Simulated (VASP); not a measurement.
Crystal: Ga3Se.

```xyz
4
Lattice="4.4325 0.0000 0.0000 0.0000 4.4325 0.0000 0.0000 0.0000 4.4325" Properties=species:S:1:pos:R:3 pbc="T T T"
Ga    0.0000    2.2162    2.2162
Ga    2.2162    0.0000    2.2162
Ga    2.2162    2.2162    0.0000
Se    0.0000    0.0000    0.0000
```

Base run:

- Program: VASP 6.6.1
- Functional: PBE
- Potentials or basis: VASP PAW PBE potentials, release 64 (Ga_d, Se)
- Cutoff: 520 eV
- k mesh: 4 × 4 × 4, shifted
- Occupations: gaussian, width 0.1 eV
- Spin: no spin polarisation

Its results: pressure -1.5 GPa.

The run is repeated on the same cell with these changes: k mesh from 4 × 4 × 4, shifted to 8 × 8 × 8. What comes out?

Pressure -0.5 GPa.
